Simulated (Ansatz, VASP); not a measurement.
## One calculation of Pb, two programs

File POSCAR:

```
Pb
1.0
    3.3408006629      0.0000000000      0.0000000000
   -1.6704003315      2.8932182431      0.0000000000
    0.0000000000      0.0000000000      5.3664000000
Pb
2
Direct
    0.3333333333      0.6666666667      0.2500000000
    0.6666666667      0.3333333333      0.7500000000
```

Contents of INCAR.step1:

```
  PREC = Accurate
  ENCUT = 520
  ISMEAR = 0
  SIGMA = 0.15
  LREAL = F
  LASPH = T
  NELM = 80
  NBANDS = 21
  GGA = PE
  ALGO = Normal
  EDIFF = 1E-4
  LWAVE = T
  LCHARG = F
```

INCAR.step2

```
  PREC = Accurate
  ENCUT = 520
  EDIFF = 1E-6
  ISMEAR = 0
  SIGMA = 0.15
  LREAL = F
  LASPH = T
  NELM = 80
  ALGO = Normal
  ISIF = 2
  LWAVE = F
  LCHARG = F
  METAGGA = R2SCAN
  LMIXTAU = T
  NBANDS = 21
  ISTART = 1
```

KPOINTS

```
regular mesh
0
Gamma
  18 18 10
```

Input for Ansatz:

```yaml
crystal:
  lattice:
    - [3.3408006629, 0.0, 0.0]
    - [-1.6704003315, 2.8932182431, 0.0]
    - [0.0, 0.0, 5.3664]
  atoms:
    - { symbol: Pb, position: [0.3333333333, 0.6666666667, 0.25] }
    - { symbol: Pb, position: [0.6666666667, 0.3333333333, 0.75] }
basis:
  ecutwfc: 500
kpoints:
  mp_grid: { grid: [18, 18, 10] }
hamiltonian:
  xc: r2scan
scf:
  occupations: { method: gaussian, width: 0.15 }
output:
  forces: true
  stress: true
  eigenvalues: true
  write_density: true
  write_potential: true
  elf: true
  volumetric_format: npy
```

Change from the starting cell: strain -0.040 along x and y, -0.040 along z, atoms carried along.

Alike in both runs: task single point; functional r2SCAN; k mesh 18 × 18 × 10; occupations gaussian, width 0.15 eV; no spin polarisation.

|  | VASP | Ansatz |
| --- | --- | --- |
| version | VASP 6.6.1 | Ansatz 0.2.0 |
| potentials or method | VASP PAW PBE potentials, release 64 (Pb_d), cutoff 520 eV | scalar-relativistic, plane waves, PAW |
| valence electrons in the cell | 28 | 28 |

|  | VASP | Ansatz | Ansatz less VASP |
| --- | --- | --- | --- |
| gap on the k mesh at the Fermi level (eV) | none | none | - |
| pressure (GPa) | 12.1 | 12.1 | -0.07 |
| traceless stress, the component that is largest in VASP (GPa) | 1.65 | 1.63 | -0.022 |

VASP's potentials were made for PBE, not for r2SCAN. A gap of «none» marks a metal or a gap that the smearing closes. The functional is the same, so the differences come from potentials, cutoffs and numerics.

Spin-orbit coupling is off throughout.
